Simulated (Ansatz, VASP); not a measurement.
# One calculation of Ag, two programs

```
CELL_PARAMETERS angstrom
0.00000 2.04014 2.14215
2.04014 0.00000 2.14215
2.04014 2.04014 0.00000
ATOMIC_POSITIONS crystal
Ag 0.00000 0.00000 0.00000
```

Alike in both runs: task single point; functional PBE; k mesh 28 × 28 × 28; occupations gaussian, width 0.15 eV; no spin polarisation.

```csv
,VASP,Ansatz
version,VASP 6.6.1,Ansatz 0.2.0
potentials or method,"VASP PAW PBE potentials, release 64 (Ag), cutoff 520 eV","scalar-relativistic, plane waves, PAW"
valence electrons in the cell,11,19
```

|  | VASP | Ansatz | Ansatz less VASP |
| --- | --- | --- | --- |
| gap on the k mesh at the Fermi level (eV) | none | none | - |
| pressure (GPa) | 0.1 | 0.1 | +0.06 |
| traceless stress, the component that is largest in VASP (GPa) | -1.26 | -1.27 | -0.011 |

A gap of «none» marks a metal or a gap that the smearing closes. VASP's potentials hold 11 valence electrons a cell and Ansatz's 19, so a difference there can come from the potentials and not from the codes.
